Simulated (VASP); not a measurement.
CaS, 2 atoms in the cell. Symmetry: Fm-3m, No. 225, cubic system. Conventional cell: a = 5.565 Å, b = 5.565 Å, c = 5.565 Å, α = 90.00°, β = 90.00°, γ = 90.00°. Within 3.7 Å of Ca (site symmetry m-3m) lie 6 S at 2.78 Å. Within 3.7 Å of S (site symmetry m-3m) lie 6 Ca at 2.78 Å. 

* Program: VASP 6.6.1
* Task: single point
* Functional: LDA
* Potentials or basis: VASP PAW LDA potentials, release 64 (Ca_sv, S)
* Cutoff: 500 eV
* k mesh: 8 × 8 × 8
* Occupations: fermi-dirac, width 0.02 eV
* Spin: no spin polarisation
* Dipole correction: no
* Further INCAR settings: ALGO = Normal; EDIFF = 1e-06; NBANDS = 15

Potentials or basis: VASP PAW LDA potentials, release 64 (Ca_sv, S).

Launch:

```sh
$ cat potpaw_LDA.64/Ca_sv/POTCAR potpaw_LDA.64/S/POTCAR > POTCAR
$ mpirun -np 1 vasp_std > vasp.out
```

Hardware: 1 thread of Intel Xeon 8259CL (shared host).

Problem. How long does it take, and how much memory?

Solution. Wall time 27 s on 1 thread of Intel Xeon 8259CL (shared host), peak memory 0.16 GiB. Counts: scf iterations 12, k points 29.
